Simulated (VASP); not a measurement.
Runs of VASP 6.6.1 on C. The cells are those of the table. 

```tsv
cell	gap on the mesh (eV)	pressure (GPa)	largest force (eV/Å)
a = 3.650, b = 2.465, c = 12.923 Å, angles 105.7, 72.6, 90.0°, 10 atoms	none	-1.9	2.55
a = 3.650, b = 2.465, c = 11.944 Å, angles 96.9, 86.1, 90.0°, 10 atoms	-	(c)	2.54
a = 3.650, b = 2.465, c = 10.959 Å, angles 101.9, 79.3, 90.0°, 10 atoms	-	-2.1	2.11
a = 3.650, b = 2.465, c = 11.903 Å, angles 105.0, 74.2, 90.0°, 10 atoms	-	(b)	2.42
a = 3.650, b = 2.465, c = 10.785 Å, angles 99.9, 82.4, 90.0°, 10 atoms	none	-4.9	2.70
a = 3.650, b = 2.465, c = 11.152 Å, angles 97.4, 85.8, 90.0°, 10 atoms	none	(a)	3.16
a = 3.650, b = 2.465, c = 11.179 Å, angles 103.8, 76.3, 90.0°, 10 atoms	-	-1.3	1.93
a = 3.650, b = 2.465, c = 11.651 Å, angles 103.3, 76.9, 90.0°, 10 atoms	-	-1.8	2.08
```

Alike in all rows: task single point; level PBE+D3(BJ); potentials or basis VASP PAW PBE potentials, release 64 (C); no spin polarisation; k mesh 7 × 11 × 3; cutoff (eV) 520; smearing gaussian 0.05 eV.

Q: Fill in the values left out.

A: (a) -5.2; (b) -3.7; (c) -1.7.

Caveats: forces of over 1 eV/Å act on the atoms, so gaps and moduli don't describe the material at rest; the cell stands under tension (at least some runs); the stress differs along the axes, from -10 to -1 GPa (at least some runs); the stress differs along the axes, from -12 to -0 GPa (at least some runs); the stress differs along the axes, from -4 to 2 GPa (at least some runs).

A gap of «none» marks levels without a gap at the run's occupations.
